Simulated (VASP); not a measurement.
Wanted: the native input for a VASP 6.6.1 run.

```
Task                   : single point
Functional             : PBEsol
Potentials or basis    : VASP PAW PBE potentials, release 64 (Ni, Al)
Cutoff                 : 520 eV
k mesh                 : 6 × 6 × 6
Occupations            : fermi-dirac, width 0.05 eV
Spin                   : collinear spin, ferromagnetic start
Starting moments       : [0.733333, 0.733333, 0.733333, 0.0] μB
Fixed moment           : 2.2 μB
Dipole correction      : no
Further INCAR settings : ALGO = Normal; EDIFF = 1e-06; NBANDS = 28
```

The structure of AlNi3 lies in POSCAR:

```
AlNi3
1.0
    3.5230547267      0.0000000000      0.0000000000
    0.0000000000      3.5230547267      0.0000000000
    0.0000000000      0.0000000000      3.5230547267
Ni Al
3 1
Direct
    0.5000000000      0.5000000000      0.0000000000
    0.5000000000      0.0000000000      0.5000000000
    0.0000000000      0.5000000000      0.5000000000
    0.0000000000      0.0000000000      0.0000000000
```

The input as run:

INCAR

```
SYSTEM = AlNi3
  ALGO = Normal
  EDIFF = 1E-6
  ENCUT = 520
  GGA = PS
  ISIF = 2
  ISMEAR = -1
  ISPIN = 2
  LASPH = .TRUE.
  LCHARG = .FALSE.
  LMAXMIX = 4
  LORBIT = 11
  LREAL = .FALSE.
  LWAVE = .FALSE.
  MAGMOM = 0.733333 0.733333 0.733333 0
  NBANDS = 28
  NELM = 150
  NUPDOWN = 2.2
  PREC = Accurate
  SIGMA = 0.05
```

KPOINTS

```
k-points
0
G
  6 6 6
  0 0 0
```

Potentials or basis: VASP PAW PBE potentials, release 64 (Ni, Al).

The run is started by

```console
$ cat potpaw_PBE.64/Ni/POTCAR potpaw_PBE.64/Al/POTCAR > POTCAR
$ mpirun -np 1 vasp_std > vasp.out
```

It gave:

The pressure is 3.1 GPa and the net moment is 2.20 μB per cell. The site moments are Ni +0.69; Al +0.03 μB and the valence electrons inside the program's atomic spheres are Ni 9.44; Al 0.83.

Caveat: the PAW data sets were made with another functional, which shifts forces and pressure a little; the total moment is fixed, so each spin has its own Fermi level.

Run time: 43 s on 1 thread of AMD EPYC 7R43 64-Core Processor (Zen 3), on a shared host, peak memory 0.15 GiB.
